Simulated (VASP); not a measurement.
**Y: single point with LDA**

Y:

```
CELL_PARAMETERS angstrom
3.65150 0.03651 0.03651
-1.79413 3.14403 0.01337
0.05747 0.05747 5.74740
ATOMIC_POSITIONS crystal
Y 0.33333 0.66667 0.25000
Y 0.66667 0.33333 0.75000
```

This cell differs from its parent crystal: equal xy, yz and zx shear strains of +2 %.

```yaml
Program: VASP 6.6.1
Task: single point
Functional: LDA
Potentials_or_basis: VASP PAW LDA potentials, release 64 (Y_sv)
Cutoff: 520 eV
k_mesh: 12 × 12 × 7
Occupations: fermi-dirac, width 0.08 eV
Spin: no spin polarisation
Dipole_correction: no
Further_INCAR_settings: ALGO = Normal; EDIFF = 1e-06; NBANDS = 18
```

```
Pressure               : -4.0 GPa
Largest force          : 0.019 eV/Å
Band gap on the k mesh : zero (bands 11 and 12 overlap by 1.35 eV)
```

Forces on the atoms (eV/Å):
```
Y   -0.019  0.000  0.003
Y    0.019  0.000 -0.003
```

Stress tensor (GPa, compression positive):
```
-3.81 -0.53 -0.45
-0.53 -3.80 -0.45
-0.45 -0.45 -4.34
```

Levels at points of the mesh, in eV from the Fermi level:
```
           k point  band 9  band 10  band 11  band 12  band 13  band 14
(0.00, 0.00, 0.00)   -4.66    -1.87     0.92     1.56     1.82     1.94
(0.50, 0.00, 0.00)   -1.71    -1.18    -0.81    -0.11     1.30     1.51
(0.00, 0.50, 0.00)   -1.67    -1.18    -0.81    -0.06     1.29     1.45
(0.50, 0.50, 0.00)   -1.65    -1.17    -0.81    -0.02     1.29     1.39
```

Wall time 3.5 min on 1 thread of Intel(R) Xeon(R) 6975P-C (Granite Rapids) (shared host), peak memory 0.61 GiB.

Caveat: the cell differs from its parent crystal (equal xy, yz and zx shear strains of +2 %); the cell stands under tension.
